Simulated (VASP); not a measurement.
Crystal: PbO2.

```xyz
6
Lattice="-2.0967 2.0967 5.2626 2.0967 -2.0967 5.2626 2.0967 2.0967 -5.2626" Properties=species:S:1:pos:R:3 pbc="T T T"
Pb    0.0000    2.0967    2.6313
Pb    0.0000    0.0000    0.0000
O     0.0000    2.0967    0.4421
O     0.0000    0.0000    8.3360
O     0.0000    0.0000    2.1893
O     0.0000    2.0967    4.8206
```

```yaml
Program: VASP 6.6.1
Task: relaxation of cell and atoms
Functional: PBE
Potentials_or_basis: VASP PAW PBE potentials, release 64 (Pb_d, O)
Cutoff: 600 eV
k_mesh: 8 × 8 × 8
Occupations: fermi-dirac, width 0.02 eV
Spin: no spin polarisation
```

At the start: pressure 9.0 GPa; volume 15.42 Å³/atom.

Question: Where does the relaxation end?

Answer: Over 21 steps the energy falls by 41.3 meV/atom and the volume is 16.83 Å³/atom (+9.1 %); space group I4_1/amd (No. 141, to 0.1 Å) before and after.

The path:
| step | energy change (eV) | largest force (eV/Å) | pressure (GPa) | volume (Å³) |
| --- | --- | --- | --- | --- |
| 1 | 0.0000 | 0.2469 | 8.99 | 92.54 |
| 2 | -0.1348 | 0.5489 | -4.53 | 104.61 |
| 3 | -0.1973 | 0.4466 | -0.43 | 99.90 |
| 4 | -0.2302 | 0.1906 | 0.05 | 100.21 |
| 5 | -0.2340 | 0.0571 | 0.38 | 100.36 |
| 6 | -0.2375 | 0.0609 | -0.20 | 100.99 |
| 7 | -0.2385 | 0.0629 | -0.66 | 101.51 |
| 8 | -0.2411 | 0.0407 | -0.50 | 101.42 |
| 9 | -0.2448 | 0.0063 | -0.19 | 101.21 |
| 10 | -0.2458 | 0.1039 | 0.44 | 100.80 |
| 11 | -0.2465 | 0.0655 | 0.22 | 100.96 |
| 12 | -0.2478 | 0.0260 | -0.09 | 101.13 |
| 13 | -0.2478 | 0.0154 | -0.16 | 101.18 |
| 14 | -0.2480 | 0.0126 | -0.01 | 100.98 |
| 15 | -0.2480 | 0.0112 | 0.04 | 100.93 |
| 16 | -0.2480 | 0.0096 | 0.04 | 100.94 |
| 17 | -0.2480 | 0.0111 | 0.00 | 100.96 |
| 18 | -0.2480 | 0.0113 | 0.01 | 100.96 |
| 19 | -0.2480 | 0.0116 | 0.01 | 100.95 |
| 20 | -0.2480 | 0.0052 | -0.02 | 100.96 |
| 21 | -0.2480 | 0.0013 | -0.02 | 100.97 |

Final structure:
```yaml
crystal:
  lattice:
    - [-2.14825, 2.14825, 5.46965]
    - [2.14825, -2.14825, 5.46965]
    - [2.14825, 2.14825, -5.46965]
  atoms:
    - { symbol: Pb, position: [0.75000, 0.25000, 0.50000] }
    - { symbol: Pb, position: [0.00000, 0.00000, 0.00000] }
    - { symbol: O, position: [0.54911, 0.04911, 0.50000] }
    - { symbol: O, position: [0.79911, 0.79911, 0.00000] }
    - { symbol: O, position: [0.20089, 0.20089, 0.00000] }
    - { symbol: O, position: [0.95089, 0.45089, 0.50000] }
```
